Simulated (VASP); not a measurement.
# Cs (Im-3m) in VASP: a series of runs

The runs below take Cs through single point, relaxation of volume and atoms at fixed shape, with PBEsol.

All numbers are computed with VASP 6.6.1; they aren't measurements. Logs are shortened: lines on timing, memory, paths and dates and some standing lists are left out, and cuts for length are marked.

## Step 1: The cell of the first run

The structure is cubic, space group Im-3m (No. 229). The conventional cell has a = 6.067 Å, b = 6.067 Å, c = 6.067 Å, α = 90.00°, β = 90.00°, γ = 90.00°.

## Step 2: Single point, PBEsol

Contents of INCAR:

```
ALGO     = Normal         # electronic algorithm
EDIFF    = 1E-6           # SCF threshold, eV
ENCUT    = 500            # plane-wave cutoff, eV
GGA      = PS             # functional
GGA_COMPAT= F            
ISIF     = 2              # what is computed and relaxed
ISMEAR   = 1              # smearing method
LASPH    = T              # aspherical terms in the spheres
LCHARG   = T              # write CHGCAR
LELF     = T              # ELF
LREAL    = F              # projectors in reciprocal space
LVHAR    = T            
LWAVE    = F              # write WAVECAR
NBANDS   = 10             # bands
NELM     = 120            # most SCF steps
PREC     = Accurate       # precision mode
SIGMA    = 0.05           # smearing width, eV
```

Contents of KPOINTS:

```
k-points
0
Gamma
  6 6 6
```

Contents of POSCAR:

```
Cs
1.0
   -3.0335000000      3.0335000000      3.0335000000
    3.0335000000     -3.0335000000      3.0335000000
    3.0335000000      3.0335000000     -3.0335000000
Cs
1
Direct
    0.0000000000      0.0000000000      0.0000000000
```

Potentials or basis: VASP PAW PBE potentials, release 64 (Cs_sv).

Started as:

```console
$ cat potpaw_PBE.64/Cs_sv/POTCAR > POTCAR
$ mpirun -np 1 vasp_std > vasp.out
```

OUTCAR:

```text
EDIFF = 1E-6
   ENCUT = 500
   GGA = PS
   ISIF = 2
   ISMEAR = 1
   LASPH = T
   LREAL = F
   NELM = 120
   PREC = Accurate

 ion  position               nearest neighbor table
   1  0.000  0.000  0.000-

  LATTYP: Found a body centered cubic cell.
 ALAT       =     6.0670000000

  Lattice vectors:

 A1 = (  -3.0335000000,   3.0335000000,   3.0335000000)
 A2 = (   3.0335000000,  -3.0335000000,   3.0335000000)
 A3 = (   3.0335000000,   3.0335000000,  -3.0335000000)

Analysis of symmetry for initial positions (statically):
=====================================================================
 Subroutine PRICEL returns:
 Original cell was already a primitive cell.

 Routine SETGRP: Setting up the symmetry group for a
 body centered cubic supercell.

 Subroutine GETGRP returns: Found 48 space group operations
 (whereof 48 operations were pure point group operations)
 out of a pool of 48 trial point group operations.

The static configuration has the point symmetry O_h .

Analysis of symmetry for dynamics (positions and initial velocities):
=====================================================================
 Subroutine PRICEL returns:
 Original cell was already a primitive cell.

 Routine SETGRP: Setting up the symmetry group for a
 body centered cubic supercell.

 Subroutine GETGRP returns: Found 48 space group operations
 (whereof 48 operations were pure point group operations)
 out of a pool of 48 trial point group operations.

The dynamic configuration has the point symmetry O_h .

 Subroutine INISYM returns: Found 48 space group operations
 (whereof 48 operations are pure point group operations),
 and found     1 'primitive' translations

----------------------------------------------------------------------------------------

                                     Primitive cell

  volume of cell :     111.6586

  direct lattice vectors                    reciprocal lattice vectors
    -3.033500000  3.033500000  3.033500000     0.000000000  0.164826108  0.164826108
     3.033500000 -3.033500000  3.033500000     0.164826108  0.000000000  0.164826108
     3.033500000  3.033500000 -3.033500000     0.164826108  0.164826108  0.000000000

  length of vectors
     5.254176125  5.254176125  5.254176125     0.233099318  0.233099318  0.233099318

  position of ions in fractional coordinates (direct lattice)
     0.000000000  0.000000000  0.000000000

  ion indices of the primitive-cell ions
   primitive index   ion index
                 1           1

----------------------------------------------------------------------------------------

 KPOINTS: k-points

Automatic generation of k-mesh.
 Grid dimensions read from file:
 generate k-points for:    6    6    6

 Generating k-lattice:

  Cartesian coordinates                     Fractional coordinates (reciprocal lattice)
     0.000000000  0.027471018  0.027471018     0.166666667  0.000000000  0.000000000
     0.027471018  0.000000000  0.027471018     0.000000000  0.166666667  0.000000000
     0.027471018  0.027471018  0.000000000     0.000000000  0.000000000  0.166666667

  Length of vectors
     0.038849886  0.038849886  0.038849886

  Shift w.r.t. Gamma in fractional coordinates (k-lattice)
     0.000000000  0.000000000  0.000000000

 Subroutine IBZKPT returns following result:
 ===========================================

 Found     16 irreducible k-points:

 Following reciprocal coordinates:
            Coordinates               Weight
  0.000000  0.000000  0.000000      1.000000
  0.166667  0.000000  0.000000     12.000000
  0.333333  0.000000  0.000000     12.000000
  0.500000  0.000000  0.000000      6.000000
  0.166667  0.166667  0.000000     24.000000
  0.333333  0.166667  0.000000     48.000000
[... 8 lines left out ...]
  0.500000  0.500000  0.333333     12.000000
  0.500000  0.500000  0.500000      1.000000
   k-points           NKPTS =     16   k-points in BZ     NKDIM =     16   number of bands    NBANDS=     10
   number of dos      NEDOS =    301   number of ions     NIONS =      1
   total plane-waves  NPLWV =  64000
   dimension x,y,z NGX =    40 NGY =   40 NGZ =   40
   dimension x,y,z NGXF=    80 NGYF=   80 NGZF=   80
   ions per type =               1
   NGX,Y,Z   is equivalent  to a cutoff of  12.66, 12.66, 12.66 a.u.
   NGXF,Y,Z  is equivalent  to a cutoff of  25.31, 25.31, 25.31 a.u.
 SYSTEM =  unknown system
   PREC   = accura    normal or accurate (medium, high low for compatibility)
   ISTART =      0    job   : 0-new  1-cont  2-samecut
   ICHARG =      2    charge: 1-file 2-atom 10-const
   ISPIN  =      1    spin polarized calculation?
   LNONCOLLINEAR =      F non collinear calculations
   LSORBIT =      F    spin-orbit coupling
   LASPH  =      T    aspherical Exc in radial PAW
   ENCUT  =  500.0 eV  36.75 Ry    6.06 a.u.   9.58  9.58  9.58*2*pi/ulx,y,z
   NELM   =    120;   NELMIN=  2; NELMDL= -5     # of ELM steps
   EDIFF  = 0.1E-05   stopping-criterion for ELM
   LREAL  =      F    real-space projection
   EDIFFG = 0.1E-04   stopping-criterion for IOM
   NSW    =      0    number of steps for IOM
   IBRION =     -1    ionic relax: 0-MD 1-quasi-New 2-CG
   NFREE  =      0    steps in history (QN), initial steepest desc. (CG)
   ISIF   =      2    stress and relaxation
   ISYM   =      2    0-nonsym 1-usesym 2-fastsym
   POTIM  = 0.5000    time-step for ionic-motion
   TEBEG  =    0.0;   TEEND  =   0.0 temperature during run
   PSTRESS=    0.0 pullay stress
   NELECT =       9.0000    total number of electrons
   NUPDOWN=      -1.0000    fix difference up-down
   EMIN   =  10.00;   EMAX   =-10.00  energy-range for DOS
   EFERMI =   0.00;   METHOD = LEGACY
   ISMEAR =     1;   SIGMA  =   0.05  broadening in eV -4-tet -1-fermi 0-gaus
   EFERMI_NEDOS =   21; number of points for ismear=-14 and -15
   IALGO  =     38    algorithm
   IMIX   =      4    mixing-type and parameters
     AMIX     =   0.40;   BMIX     =  1.00
     AMIX_MAG =   1.60;   BMIX_MAG =  1.00
  volume/ion in A,a.u.               =     111.66       753.51
  Fermi-wavevector in a.u.,A,eV,Ry     =   0.707172  1.336361  6.804166  0.500092
  Thomas-Fermi vector in A             =   1.793149
   LORBIT       =      0    0 simple, 1 ext, 2 COOP (PROOUT), +10 PAW based schemes
   GGA     = PS    functional components
   LHFCALC =     F    Hartree Fock is set to
   AEXX    =    0.0000 exact exchange contribution
   IVDW    =     0    specifies the selected vdW correction
   LEPSILON=     F    determine dielectric tensor
   LRPA    =     F    only Hartree local field effects (RPA)
 non-spin polarized calculation
 Methfessel and Paxton  Order N= 1 SIGMA  =   0.05
  energy-cutoff  :      500.00
  volume of cell :      111.66
 maximum number of plane-waves:      2899
 NGX is ok and might be reduce to    40
   NGX = 19   NGY = 19   NGZ = 19

 number of electron       8.9999999 magnetization

 Free energy of the ion-electron system (eV)
  ---------------------------------------------------
  ext. energy  EPLUGINS =         0.00000000
  ---------------------------------------------------
  free energy    TOTEN  =        -0.92411765 eV

  energy without entropy =       -0.92079307  energy(sigma->0) =       -0.92300945

 E-fermi :   0.4630     XC(G=0):  -5.5536

 val. band max:        0.3406542473   @ k =   0.1667   0.1667   0.1667
 cond. band min:       0.4671287847   @ k =   0.5000   0.0000   0.0000
 fundamental gap:      0.1264745373
 Fermi energy:         0.4629784645

 k-point     1 :       0.0000    0.0000    0.0000
  band No.  band energies     occupation
      1     -23.3820      2.00000
      2     -10.0970      2.00000
      3     -10.0970      2.00000
      4     -10.0970      2.00000
      5      -1.2678      2.00000
      6       2.9628      0.00000
      7       2.9628      0.00000
      8       2.9628      0.00000
      9       3.8585      0.00000
     10       3.8585      0.00000

 k-point     2 :       0.1667    0.0000    0.0000
  band No.  band energies     occupation
      1     -23.3801      2.00000
      2     -10.1365      2.00000
      3     -10.1097      2.00000
      4     -10.0970      2.00000
      5      -0.9582      2.00000
      6       2.6027      0.00000
      7       2.6699      0.00000
      8       3.2796      0.00000
      9       3.6232      0.00000
     10       3.8233      0.00000

 k-point     3 :       0.3333    0.0000    0.0000
  band No.  band energies     occupation
      1     -23.3762      2.00000
      2     -10.2130      2.00000
      3     -10.1350      2.00000
      4     -10.0972      2.00000
      5      -0.1690      2.00000
      6       1.8081      0.00000
      7       2.2538      0.00000
      8       3.7865      0.00000
      9       3.9660      0.00000
     10       4.1886      0.00000

 k-point     4 :       0.5000    0.0000    0.0000
  band No.  band energies     occupation
      1     -23.3743      2.00000
      2     -10.2500      2.00000
      3     -10.1476      2.00000
      4     -10.0973      2.00000
      5       0.4671      0.86004
      6       1.3519     -0.00000
      7       2.0903      0.00000
      8       3.6957      0.00000
      9       4.3249      0.00000
     10       4.8484      0.00000
[... 118 lines left out ...]
 k-point    14 :      -0.3333    0.3333    0.3333
  band No.  band energies     occupation
      1     -23.3713      2.00000
      2     -10.1980      2.00000
      3     -10.1774      2.00000
      4     -10.1774      2.00000
      5       0.6820     -0.00000
      6       1.4902      0.00000
      7       2.9050      0.00000
      8       2.9050      0.00000
      9       3.1869      0.00000
     10       4.2506      0.00000

 k-point    15 :       0.5000    0.5000    0.3333
  band No.  band energies     occupation
      1     -23.3697      2.00000
      2     -10.2169      2.00000
      3     -10.1913      2.00000
      4     -10.1793      2.00000
      5       1.1384     -0.00000
      6       1.1639     -0.00000
      7       2.6087      0.00000
      8       3.0207      0.00000
      9       3.7356      0.00000
     10       5.0700      0.00000

 k-point    16 :       0.5000    0.5000    0.5000
  band No.  band energies     occupation
      1     -23.3682      2.00000
      2     -10.2057      2.00000
      3     -10.2057      2.00000
      4     -10.2057      2.00000
      5       1.0796     -0.00000
      6       1.0796     -0.00000
      7       3.5236      0.00000
      8       3.5236      0.00000
      9       3.5236      0.00000
     10       4.9857      0.00000

------------------------ aborting loop because EDIFF is reached ----------------------------------------

  FORCE on cell =-STRESS in cart. coord.  units (eV):
  Direction    XX          YY          ZZ          XY          YZ          ZX
  --------------------------------------------------------------------------------------
  -------------------------------------------------------------------------------------
  Total       -0.0356906     -0.0356906     -0.0356906      0.0000000     -0.0000000     -0.0000000
  in kB       -0.5121210     -0.5121210     -0.5121210      0.0000000     -0.0000000     -0.0000000
  external PRESSURE =      -0.5121210 kB  Pullay stress =       0.0000000 kB

 VOLUME and BASIS-vectors are now :
 -----------------------------------------------------------------------------
  energy-cutoff  :      500.00
  volume of cell :      111.66
      direct lattice vectors                 reciprocal lattice vectors
    -3.033500000  3.033500000  3.033500000     0.000000000  0.164826108  0.164826108
     3.033500000 -3.033500000  3.033500000     0.164826108  0.000000000  0.164826108
     3.033500000  3.033500000 -3.033500000     0.164826108  0.164826108  0.000000000

 POSITION                                       TOTAL-FORCE (eV/Angst)
 -----------------------------------------------------------------------------------
      0.00000      0.00000      0.00000         0.000000      0.000000      0.000000
 -----------------------------------------------------------------------------------
    total drift:                               -0.000000     -0.000000     -0.000000

  FREE ENERGIE OF THE ION-ELECTRON SYSTEM (eV)
  ---------------------------------------------------
  free  energy   TOTEN  =        -0.9241176464 eV

  energy  without entropy=       -0.9207930677  energy(sigma->0) =       -0.92300945
```

Run time: 26 s. Hardware: 1 thread of Intel Xeon 8259CL, shared host; peak memory 0.23 GiB.

Results:

| Quantity | Value |
| --- | --- |
| Free energy | -0.9241 eV |
| Pressure | -0.1 GPa |
| Band gap on the k mesh | zero (an odd number of electrons rules out a gap without spin polarisation) |

Levels at points of the mesh, in eV from the Fermi level:
```csv
k point,band 1,band 2,band 3,band 4,band 5,band 6,band 7,band 8
"(0.00, 0.00, 0.00)",-23.84,-10.56,-10.56,-10.56,-1.73,2.50,2.50,2.50
"(0.50, 0.00, 0.00)",-23.84,-10.71,-10.61,-10.56,0.00,0.89,1.63,3.23
"(0.50, 0.50, 0.50)",-23.83,-10.67,-10.67,-10.67,0.62,0.62,3.06,3.06
```

Caveat: the PAW data sets were made with another functional, which shifts forces and pressure a little; spin-orbit coupling is left out, which moves the levels of the heavy elements.

## Step 3: Relaxation of volume and atoms at fixed shape, PBEsol

Contents of INCAR:

```
  PREC = Accurate
  ENCUT = 500
  EDIFF = 1E-7
  ISMEAR = 1
  SIGMA = 0.05
  LREAL = False
  LASPH = True
  NELM = 120
  ALGO = Normal
  ISIF = 8
  LWAVE = False
  LCHARG = False
  GGA = PS
  IBRION = 2
  NSW = 80
  EDIFFG = -0.02
  GGA_COMPAT = False
  NELMIN = 4
```

Contents of KPOINTS:

```
regular mesh
0
Gamma
  6 6 6
```

POSCAR is that of step 2.

Potentials or basis: VASP PAW PBE potentials, release 64 (Cs_sv).

Started as:

```console
$ cat potpaw_PBE.64/Cs_sv/POTCAR > POTCAR
$ mpirun -np 1 vasp_std > vasp.out
```

It took 52 s on 1 thread of Intel Xeon 8259CL, shared host; peak memory 0.24 GiB.

The run converged. Its results:

```
Free energy                           : -0.9246 eV
Relaxed volume                        : 109.39 Å³/atom
Relaxed cell                          : a = 5.218 Å, b = 5.218 Å, c = 5.218 Å, α = 109.47°, β = 109.47°, γ = 109.47°
Space group after relaxing (to 0.1 Å) : Im-3m (No. 229)
Energy gained by relaxing             : 0.5 meV/atom
Ionic steps                           : 3
Pressure after relaxing               : 0.0 GPa
Band gap on the k mesh                : zero (an odd number of electrons rules out a gap without spin polarisation)
```

The path:
| step | energy change (eV) | largest force (eV/Å) | pressure (GPa) | volume (Å³) |
| --- | --- | --- | --- | --- |
| 1 | 0.0000 | 0.0000 | -0.05 | 111.66 |
| 2 | -0.0002 | 0.0000 | -0.04 | 111.09 |
| 3 | -0.0005 | 0.0000 | -0.02 | 109.39 |

Final structure:
```yaml
crystal:
  lattice:
    - [-3.01282, 3.01282, 3.01282]
    - [3.01282, -3.01282, 3.01282]
    - [3.01282, 3.01282, -3.01282]
  atoms:
    - { symbol: Cs, position: [0.00000, 0.00000, 0.00000] }
```

Levels at points of the mesh, in eV from the Fermi level:
| k point | band 1 | band 2 | band 3 | band 4 | band 5 | band 6 | band 7 | band 8 |
| --- | --- | --- | --- | --- | --- | --- | --- | --- |
| (0.00, 0.00, 0.00) | -23.83 | -10.54 | -10.54 | -10.54 | -1.75 | 2.51 | 2.51 | 2.51 |
| (0.50, 0.00, 0.00) | -23.82 | -10.71 | -10.60 | -10.54 | 0.00 | 0.91 | 1.62 | 3.27 |
| (0.50, 0.50, 0.50) | -23.82 | -10.66 | -10.66 | -10.66 | 0.60 | 0.60 | 3.12 | 3.12 |

Caveat: the PAW data sets were made with another functional, which shifts forces and pressure a little; spin-orbit coupling is left out, which moves the levels of the heavy elements.

The gap in the log of VASP goes by the Fermi energy; the results here count the filled bands.